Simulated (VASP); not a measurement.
Set up this calculation in VASP 6.6.1, as the native input.

```yaml
Task: single point
Functional: r2SCAN
Potentials_or_basis: VASP PAW PBE potentials, release 64 (B)
Cutoff: 520 eV
k_mesh: 15 × 15 × 6
Occupations: fermi-dirac, width 0.15 eV
Spin: no spin polarisation
Dipole_correction: no
Further_INCAR_settings: ALGO = Normal; EDIFF = 1e-06; NBANDS = 8
```

B:

```
B
1.0
     1.70715    0.00000    0.00000
    -0.85358    1.47844    0.00000
     0.00000    0.00000    3.61707
B
1
Direct
  0.00000 0.00000 0.00000
```

These files were run (other wordings do the same):

POSCAR

```
B
1.0
    1.7071515041      0.0000000000      0.0000000000
   -0.8535757521      1.4784365707      0.0000000000
    0.0000000000      0.0000000000      3.6170696297
B
1
Direct
    0.0000000000      0.0000000000      0.0000000000
```

INCAR.step1

```
PREC = Accurate
ENCUT = 520
ISMEAR = -1
SIGMA = 0.15
LREAL = F
LASPH = T
NELM = 100
NBANDS = 8
GGA = PE
ALGO = Normal
EDIFF = 1E-4
LWAVE = T
LCHARG = F
```

INCAR.step2

```
PREC = Accurate
ENCUT = 520
EDIFF = 1E-6
ISMEAR = -1
SIGMA = 0.15
LREAL = F
LASPH = T
NELM = 100
ALGO = Normal
ISIF = 2
LWAVE = F
LCHARG = F
METAGGA = R2SCAN
LMIXTAU = T
NBANDS = 8
ISTART = 1
```

KPOINTS

```
Automatic mesh
0
Gamma
  15 15 6
```

Potentials or basis: VASP PAW PBE potentials, release 64 (B).

Run with:

```console
$ cat potpaw_PBE.64/B/POTCAR > POTCAR
$ cp INCAR.step1 INCAR
$ mpirun -np 1 vasp_std > vasp.out
$ cp INCAR.step2 INCAR
$ mpirun -np 1 vasp_std > vasp.out
```

Results of the run:

* Pressure: 0.1 GPa

Caveat: the PAW data sets were made with another functional, which shifts forces and pressure a little.

It took 17 s on 1 thread of Intel(R) Xeon(R) Platinum 8488C (Sapphire Rapids), on a shared host, peak memory 0.11 GiB.
